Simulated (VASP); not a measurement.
# Si32C (a cell with a defect): single point with PBE

System: Si32C (a cell with a defect).

```xyz
33
Lattice="-5.7769 3.3353 6.3650 5.7769 -3.3353 6.3650 3.8513 6.6706 -6.3650" Properties=species:S:1:pos:R:3 pbc="T T T"
Si    0.0676    2.2467    0.2627
Si    0.0330    2.2205    6.7496
Si    3.8913    2.2120    0.3481
Si    3.8778    2.1882    6.7132
Si    1.9418    5.5287    0.3825
Si    1.9361    5.4825    6.6261
Si   -3.9294    2.2645    6.8532
Si    5.8148    5.5325    0.3433
Si    2.1120    1.0830    3.5575
Si    1.9302    1.1632    9.9110
Si    5.9858    1.2711    3.4985
Si   -0.0394    4.1778    3.4983
Si    3.8063    4.4104    3.5458
Si    3.9651    4.2942   -2.8083
Si    1.9853    7.7429    3.5516
Si   -2.3027    1.3336    3.8870
Si    0.1578    1.9193    2.5923
Si    0.0482    2.3127    9.1275
Si    3.9911    2.2199    2.7207
Si   -1.8570    5.4334    2.7208
Si    1.8688    5.4647    2.7612
Si    2.2606    5.5642   -3.7744
Si    1.9772   -1.1458    2.8361
Si    5.5944    5.6602    2.7040
Si    1.9461    1.0911    5.9208
Si    1.9714    1.0975   -0.4510
Si    0.0405    4.4703   -0.5021
Si   -0.0032    4.3949    5.8623
Si    3.8832    4.4079    5.9136
Si    3.8753    4.4336   -0.4449
Si    7.7584    4.4109   -0.4283
Si   -2.0052    1.1569    6.1681
C    -1.0257    0.5848    2.9569
```

This cell differs from its parent crystal: with an interstitial atom, then relaxed in part.

| Item | Value |
| --- | --- |
| Program | VASP 6.6.1 |
| Task | single point |
| Functional | PBE |
| Potentials or basis | VASP PAW PBE potentials, release 64 (Si, C) |
| Cutoff | 520 eV |
| k mesh | 2 × 2 × 2, shifted |
| Occupations | gaussian, width 0.02 eV |
| Spin | no spin polarisation |

```json
{
  "Pressure": "1.0 GPa",
  "Largest force": "0.010 eV/Å",
  "Band gap on the k mesh": "0.14 eV"
}
```

Forces on the atoms (eV/Å):
```
Si   0.001  0.000  0.002
Si   0.001 -0.001 -0.001
Si  -0.001  0.000  0.000
Si   0.002  0.001  0.001
Si   0.001 -0.001  0.000
Si   0.002 -0.002  0.003
Si   0.002  0.001  0.000
Si   0.000  0.001 -0.001
Si   0.001  0.000 -0.002
Si   0.001 -0.003 -0.001
Si  -0.003 -0.002 -0.001
Si   0.000  0.007 -0.001
Si   0.000  0.000 -0.001
Si   0.000  0.003 -0.001
Si  -0.005  0.000  0.000
Si  -0.007 -0.001  0.002
Si   0.001  0.002 -0.002
Si   0.000 -0.001  0.000
Si  -0.002  0.000  0.003
Si   0.000  0.000  0.001
Si   0.001 -0.003  0.001
Si  -0.002 -0.002  0.000
Si   0.000  0.000  0.002
Si   0.003  0.000  0.005
Si   0.000  0.000 -0.003
Si  -0.002  0.001 -0.001
Si  -0.002  0.000  0.000
Si   0.001  0.001  0.000
Si  -0.002  0.000  0.000
Si   0.000  0.001  0.001
Si   0.000  0.000  0.000
Si   0.000  0.001 -0.008
C    0.009 -0.004  0.000
```

Stress tensor (GPa, compression positive):
```
 1.86 -1.94 -0.90
-1.94 -0.39  0.54
-0.90  0.54  1.65
```

Levels at points of the mesh, in eV from the valence-band top:
```
           k point  band 63  band 64  band 65  band 66  band 67  band 68  band 69  band 70
(0.25, 0.25, 0.25)    -1.20    -1.20    -1.17    -0.11     0.14     0.74     0.92     1.03
```

Wall time 11 min on 1 thread of Intel(R) Xeon(R) 6975P-C (Granite Rapids), with other jobs on the host, peak memory 0.76 GiB.

Caveat: the cell differs from its parent crystal (with an interstitial atom, then relaxed in part).
